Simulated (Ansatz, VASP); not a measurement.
# Pt: VASP beside Ansatz

```
CELL_PARAMETERS angstrom
0.01713 1.95790 1.95790
1.95790 0.01713 1.95790
1.97503 1.97503 0.00000
ATOMIC_POSITIONS crystal
Pt 0.00000 0.00000 0.00000
```

Change from the starting cell: strain +0.0175 x Voigt [0, 0, 0, 0, 0, 1], atoms carried along.

Alike in both runs: task single point; functional PBE; k mesh 20 × 20 × 20; occupations gaussian, width 0.15 eV; no spin polarisation.

|  | VASP | Ansatz |
| --- | --- | --- |
| version | VASP 6.6.1 | Ansatz 0.2.0 |
| potentials or method | VASP PAW PBE potentials, release 64 (Pt), cutoff 520 eV | scalar-relativistic, plane waves, PAW |
| valence electrons in the cell | 10 | 18 |

|  | VASP | Ansatz | Ansatz less VASP |
| --- | --- | --- | --- |
| gap on the k mesh at the Fermi level (eV) | none | none | - |
| pressure (GPa) | 11.1 | 11.6 | +0.56 |
| traceless stress, the component that is largest in VASP (GPa) | -1.52 | -1.52 | +0.007 |

A gap of «none» marks a metal or a gap that the smearing closes. The functional is the same, so the differences come from potentials, cutoffs and numerics. VASP's potentials hold 10 valence electrons a cell and Ansatz's 18, so a difference there can come from the potentials and not from the codes.

Spin-orbit coupling is off throughout.
